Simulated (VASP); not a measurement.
# Te (P3_121) in VASP: further runs, part 2 of 2

VASP 6.6.1. Earlier steps stand in the parts before.

## 3. Relaxation of cell and atoms, LDA

This run uses another cell than the first one, of 33.97 Å³/atom.

INCAR reads:

```
PREC = Accurate
ENCUT = 600
EDIFF = 1E-6
ISMEAR = 0
SIGMA = 0.05
LREAL = F
LASPH = T
NELM = 100
ALGO = Normal
ISIF = 3
LWAVE = F
LCHARG = F
IBRION = 2
NSW = 80
EDIFFG = -0.01
```

KPOINTS reads:

```
Automatic mesh
0
Gamma
  10 10 8
```

POSCAR reads:

```
Te
1.0
    4.6986824466      0.0000000000      0.0000000000
   -2.3493412233      4.0691783631      0.0000000000
    0.0000000000      0.0000000000      5.3308124611
Te
3
Direct
    0.2254000000      0.0000000000      0.8333333333
    0.0000000000      0.2254000000      0.1666666667
    0.7746000000      0.7746000000      0.5000000000
```

Potentials or basis: VASP PAW LDA potentials, release 64 (Te).

On the command line:

```
cat potpaw_LDA.64/Te/POTCAR > POTCAR
mpirun -np 1 vasp_std > vasp.out
```

OUTCAR:

```text
PREC = Accurate
   ENCUT = 600
   EDIFF = 1E-6
   ISMEAR = 0
   LREAL = F
   LASPH = T
   NELM = 100
   ISIF = 3
   IBRION = 2
   NSW = 80
   EDIFFG = -0.01

 ion  position               nearest neighbor table
   1  0.225  0.000  0.833-   3 2.55   2 2.55
   2  0.000  0.225  0.167-   3 2.55   1 2.55
   3  0.775  0.775  0.500-   1 2.55   2 2.55

  LATTYP: Found a hexagonal cell.
 ALAT       =     4.6986824466
 C/A-ratio  =     1.1345334616

  Lattice vectors:

 A1 = (   4.6986824466,   0.0000000000,   0.0000000000)
 A2 = (  -2.3493412233,   4.0691783631,   0.0000000000)
 A3 = (   0.0000000000,   0.0000000000,   5.3308124611)

Analysis of symmetry for initial positions (statically):
=====================================================================
 Subroutine PRICEL returns:
 Original cell was already a primitive cell.

 Routine SETGRP: Setting up the symmetry group for a
 hexagonal supercell.

 Subroutine GETGRP returns: Found  6 space group operations
 (whereof  2 operations were pure point group operations)
 out of a pool of 24 trial point group operations.

The static configuration has the point symmetry C_2 .
 The point group associated with its full space group is D_3 .

Analysis of symmetry for dynamics (positions and initial velocities):
=====================================================================
 Subroutine PRICEL returns:
 Original cell was already a primitive cell.

 Routine SETGRP: Setting up the symmetry group for a
 hexagonal supercell.

 Subroutine GETGRP returns: Found  6 space group operations
 (whereof  2 operations were pure point group operations)
 out of a pool of 24 trial point group operations.

The dynamic configuration has the point symmetry C_2 .
 The point group associated with its full space group is D_3 .

 Subroutine INISYM returns: Found  6 space group operations
 (whereof  2 operations are pure point group operations),
 and found     1 'primitive' translations

----------------------------------------------------------------------------------------

                                     Primitive cell

  volume of cell :     101.9239

  direct lattice vectors                    reciprocal lattice vectors
     4.698682447  0.000000000  0.000000000     0.212825619  0.122874928  0.000000000
    -2.349341223  4.069178363  0.000000000     0.000000000  0.245749857  0.000000000
     0.000000000  0.000000000  5.330812461     0.000000000  0.000000000  0.187588666

  length of vectors
     4.698682447  4.698682447  5.330812461     0.245749857  0.245749857  0.187588666

  position of ions in fractional coordinates (direct lattice)
     0.225400000  0.000000000  0.833333333
     0.000000000  0.225400000  0.166666667
     0.774600000  0.774600000  0.500000000

  ion indices of the primitive-cell ions
   primitive index   ion index
                 1           1
                 2           2
                 3           3

----------------------------------------------------------------------------------------

 KPOINTS: Automatic mesh

Automatic generation of k-mesh.
 Grid dimensions read from file:
 generate k-points for:   10   10    8

 Generating k-lattice:

  Cartesian coordinates                     Fractional coordinates (reciprocal lattice)
     0.021282562  0.012287493  0.000000000     0.100000000  0.000000000  0.000000000
     0.000000000  0.024574986  0.000000000     0.000000000  0.100000000  0.000000000
     0.000000000  0.000000000  0.023448583     0.000000000  0.000000000  0.125000000

  Length of vectors
     0.024574986  0.024574986  0.023448583

  Shift w.r.t. Gamma in fractional coordinates (k-lattice)
     0.000000000  0.000000000  0.000000000

 Subroutine IBZKPT returns following result:
 ===========================================

 Found     94 irreducible k-points:

 Following reciprocal coordinates:
            Coordinates               Weight
  0.000000  0.000000  0.000000      1.000000
  0.100000 -0.000000  0.000000      6.000000
  0.200000 -0.000000  0.000000      6.000000
  0.300000 -0.000000  0.000000      6.000000
  0.400000 -0.000000  0.000000      6.000000
  0.500000 -0.000000  0.000000      3.000000
[... 16 lines left out ...]
  0.000000  0.400000  0.125000      6.000000
  0.500000 -0.000000  0.125000      6.000000
 [... further k-points ...]
   k-points           NKPTS =     94   k-points in BZ     NKDIM =     94   number of bands    NBANDS=     13
   number of dos      NEDOS =    301   number of ions     NIONS =      3
   total plane-waves  NPLWV =  76800
   dimension x,y,z NGX =    40 NGY =   40 NGZ =   48
   dimension x,y,z NGXF=    80 NGYF=   80 NGZF=   96
   ions per type =               3
   NGX,Y,Z   is equivalent  to a cutoff of  14.15, 14.15, 14.97 a.u.
   NGXF,Y,Z  is equivalent  to a cutoff of  28.31, 28.31, 29.94 a.u.
 SYSTEM =  unknown system
   PREC   = accura    normal or accurate (medium, high low for compatibility)
   ISTART =      0    job   : 0-new  1-cont  2-samecut
   ICHARG =      2    charge: 1-file 2-atom 10-const
   ISPIN  =      1    spin polarized calculation?
   LNONCOLLINEAR =      F non collinear calculations
   LSORBIT =      F    spin-orbit coupling
   LASPH  =      T    aspherical Exc in radial PAW
   ENCUT  =  600.0 eV  44.10 Ry    6.64 a.u.   9.38  9.38 10.65*2*pi/ulx,y,z
   NELM   =    100;   NELMIN=  2; NELMDL= -5     # of ELM steps
   EDIFF  = 0.1E-05   stopping-criterion for ELM
   LREAL  =      F    real-space projection
   EDIFFG = -.1E-01   stopping-criterion for IOM
   NSW    =     80    number of steps for IOM
   IBRION =      2    ionic relax: 0-MD 1-quasi-New 2-CG
   NFREE  =      1    steps in history (QN), initial steepest desc. (CG)
   ISIF   =      3    stress and relaxation
   ISYM   =      2    0-nonsym 1-usesym 2-fastsym
   POTIM  = 0.5000    time-step for ionic-motion
   TEBEG  =    0.0;   TEEND  =   0.0 temperature during run
   PSTRESS=    0.0 pullay stress
   NELECT =      18.0000    total number of electrons
   NUPDOWN=      -1.0000    fix difference up-down
   EMIN   =  10.00;   EMAX   =-10.00  energy-range for DOS
   EFERMI =   0.00;   METHOD = LEGACY
   ISMEAR =     0;   SIGMA  =   0.05  broadening in eV -4-tet -1-fermi 0-gaus
   EFERMI_NEDOS =   21; number of points for ismear=-14 and -15
   IALGO  =     38    algorithm
   IMIX   =      4    mixing-type and parameters
     AMIX     =   0.40;   BMIX     =  1.00
     AMIX_MAG =   1.60;   BMIX_MAG =  1.00
  volume/ion in A,a.u.               =      33.97       229.27
  Fermi-wavevector in a.u.,A,eV,Ry     =   0.918488  1.735691 11.478155  0.843621
  Thomas-Fermi vector in A             =   2.043576
   LORBIT       =      0    0 simple, 1 ext, 2 COOP (PROOUT), +10 PAW based schemes
   GGA     = CA    functional components
   LHFCALC =     F    Hartree Fock is set to
   AEXX    =    0.0000 exact exchange contribution
   IVDW    =     0    specifies the selected vdW correction
   LEPSILON=     F    determine dielectric tensor
   LRPA    =     F    only Hartree local field effects (RPA)
 conjugate gradient relaxation of ions
 non-spin polarized calculation
 Gauss-broadening in eV      SIGMA  =   0.05
  energy-cutoff  :      600.00
  volume of cell :      101.92
 maximum number of plane-waves:      3441
 NGX is ok and might be reduce to    40
   NGX = 19   NGY = 19   NGZ = 21

--------------------------------------- Ionic step        1  -------------------------------------------

 number of electron      17.9999999 magnetization

 Free energy of the ion-electron system (eV)
  ---------------------------------------------------
  ext. energy  EPLUGINS =         0.00000000
  ---------------------------------------------------
  free energy    TOTEN  =       -10.32397345 eV

  energy without entropy =      -10.32397345  energy(sigma->0) =      -10.32397345

------------------------ aborting loop because EDIFF is reached ----------------------------------------

  FORCE on cell =-STRESS in cart. coord.  units (eV):
  Direction    XX          YY          ZZ          XY          YZ          ZX
  --------------------------------------------------------------------------------------
  -------------------------------------------------------------------------------------
  Total        4.9246922      4.9246922     10.3178872     -0.0000000      0.0000000      0.0000000
  in kB       77.4129198     77.4129198    162.1903960     -0.0000000      0.0000000      0.0000000
  external PRESSURE =     105.6720785 kB  Pullay stress =       0.0000000 kB
[... 869 lines left out ...]
      2      -3.5185      2.00000
      3      -1.8996      2.00000
      4       2.5098      2.00000
      5       2.7677      2.00000
      6       3.9849      2.00000
      7       4.6158      2.00000
      8       7.1475      2.00000
      9       7.4203      2.00000
     10       9.1839      0.00000
     11       9.8971      0.00000
     12      10.7695      0.00000
     13      12.6004      0.00000

 [... further k-points ...]

[... ionic steps 4 to 21 ...]

--------------------------------------- Ionic step       22  -------------------------------------------

 number of electron      17.9999999 magnetization

------------------------ aborting loop because EDIFF is reached ----------------------------------------
[... 69 lines left out ...]
--------------------------------------- Ionic step       24  -------------------------------------------

 number of electron      17.9999999 magnetization

 Free energy of the ion-electron system (eV)
  ---------------------------------------------------
  ext. energy  EPLUGINS =         0.00000000
  ---------------------------------------------------
  free energy    TOTEN  =       -11.41275144 eV

  energy without entropy =      -11.41275136  energy(sigma->0) =      -11.41275140

 E-fermi :   6.9097     XC(G=0):  -9.6633

 val. band max:        6.7635840387   @ k =   0.3000   0.3000   0.5000
 cond. band min:       7.0405749573   @ k =   0.0000   0.0000   0.5000
 fundamental gap:      0.2769909187
 Fermi energy:         6.9096945716
[... 414 lines left out ...]
  FREE ENERGIE OF THE ION-ELECTRON SYSTEM (eV)
  ---------------------------------------------------
  free  energy   TOTEN  =       -11.4127514435 eV

  energy  without entropy=      -11.4127513645  energy(sigma->0) =      -11.41275140

 reached required accuracy - stopping structural energy minimisation
```

CONTCAR:

```text
Te
   1.00000000000000
     4.2799695659026620    0.0000000000000000   -0.0000000000000000
    -2.1399847829513310    3.7065623715157172   -0.0000000000000000
     0.0000000000000000   -0.0000000000000000    5.9294300379174656
  Te
     3
Direct
     0.2873617382832903    0.0000000000000000    0.8333333332999970
     0.0000000000000082    0.2873617382833069    0.1666666667000030
     0.7126382617167014    0.7126382617166931    0.5000000000000000

  0.00000000E+00  0.00000000E+00  0.00000000E+00
  0.00000000E+00  0.00000000E+00  0.00000000E+00
  0.00000000E+00  0.00000000E+00  0.00000000E+00
```

It took 14 min on 1 thread of Intel Xeon 6975P-C (Granite Rapids), shared host; peak memory 0.31 GiB.

What came out:

| Item | Value |
| --- | --- |
| Free energy | -11.4128 eV |
| Relaxed volume | 31.35 Å³/atom |
| Relaxed cell | a = 4.280 Å, b = 4.280 Å, c = 5.929 Å, α = 90.00°, β = 90.00°, γ = 120.00° |
| Space group after relaxing (to 0.1 Å) | P3_121 (No. 152) |
| Energy gained by relaxing | 362.9 meV/atom |
| Ionic steps | 24 |
| Pressure after relaxing | 0.0 GPa |
| Band gap on the k mesh | 0.28 eV (least direct gap 0.40 eV) |

The path:
| step | energy change (eV) | largest force (eV/Å) | pressure (GPa) | volume (Å³) |
| --- | --- | --- | --- | --- |
| 1 | 0.0000 | 3.2994 | 10.57 | 101.92 |
| 2 | 0.1626 | 1.0682 | -7.52 | 138.40 |
| 3 | -0.7343 | 0.2873 | -1.73 | 116.34 |
| 4 | -0.7372 | 0.3819 | -1.34 | 115.57 |
| 5 | -0.7374 | 0.4279 | -1.14 | 115.22 |
| 6 | -0.7990 | 0.4533 | -0.91 | 111.80 |
| 7 | -0.9503 | 0.5448 | 0.57 | 101.85 |
| 8 | -0.8004 | 0.5873 | 9.48 | 83.23 |
| 9 | -0.9774 | 0.6662 | 2.45 | 96.22 |
| 10 | -0.9792 | 0.6717 | 3.57 | 93.24 |
| 11 | -1.0000 | 0.5858 | 3.33 | 92.86 |
| 12 | -1.0435 | 0.3652 | 2.79 | 91.68 |
| 13 | -1.0544 | 0.0583 | 2.36 | 89.22 |
| 14 | -1.0610 | 0.1447 | 2.42 | 90.04 |
| 15 | -1.0755 | 0.1140 | 1.59 | 91.34 |
| 16 | -1.0871 | 0.0365 | -0.21 | 94.54 |
| 17 | -1.0874 | 0.0466 | 0.00 | 94.13 |
| 18 | -1.0874 | 0.0487 | 0.05 | 94.04 |
| 19 | -1.0876 | 0.0459 | 0.05 | 94.04 |
| 20 | -1.0880 | 0.0376 | 0.05 | 94.02 |
| 21 | -1.0886 | 0.0213 | 0.04 | 93.98 |
| 22 | -1.0885 | 0.0102 | 0.04 | 93.91 |
| 23 | -1.0888 | 0.0072 | 0.04 | 93.95 |
| 24 | -1.0888 | 0.0006 | -0.04 | 94.06 |

Final structure:
```
Te
1.0
     4.27997    0.00000    0.00000
    -2.13998    3.70656    0.00000
     0.00000    0.00000    5.92943
Te
3
Direct
  0.28736 0.00000 0.83333
  0.00000 0.28736 0.16667
  0.71264 0.71264 0.50000
```

Caveat: spin-orbit coupling is left out, which moves the levels of the heavy elements.
